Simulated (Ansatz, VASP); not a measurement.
# HfO2 in VASP and in Ansatz

```
CELL_PARAMETERS angstrom
3.23929 0.00000 0.00000
-1.61965 2.80531 0.00000
0.00000 0.00000 4.66486
ATOMIC_POSITIONS crystal
Hf 0.00000 0.00000 0.00000
O 0.66667 0.33333 0.79166
O 0.33333 0.66667 0.20834
```

Alike in both runs: functional PBE; dispersion D3(BJ); k mesh 12 × 12 × 6; occupations gaussian, width 0.02 eV; no spin polarisation.

Ansatz relaxed the structure, and its values are those at the end. VASP's run is a single point on that final structure, the one shown.

|  | VASP | Ansatz |
| --- | --- | --- |
| version | VASP 6.6.1 | Ansatz 0.2.0 |
| potentials or method | VASP PAW PBE potentials, release 64 (Hf_pv, O), cutoff 520 eV | scalar-relativistic, plane waves, PAW |
| valence electrons in the cell | 22 | 38 |

Ansatz gave:

```
gap on the k mesh at the Fermi level (eV) : 4.50
least direct gap on the mesh (eV)         : 4.88
pressure (GPa)                            : 0.0
rms of the force components (eV/Å)        : 0.000
```

**Question.** Estimate VASP's values.

**Answer.** gap on the k mesh at the Fermi level (eV): 4.52; least direct gap on the mesh (eV): 4.88; pressure (GPa): -2.4; rms of the force components (eV/Å): 0.095.

VASP's potentials hold 22 valence electrons a cell and Ansatz's 38, so a difference there can come from the potentials and not from the codes.

Neither program's run includes spin-orbit coupling.
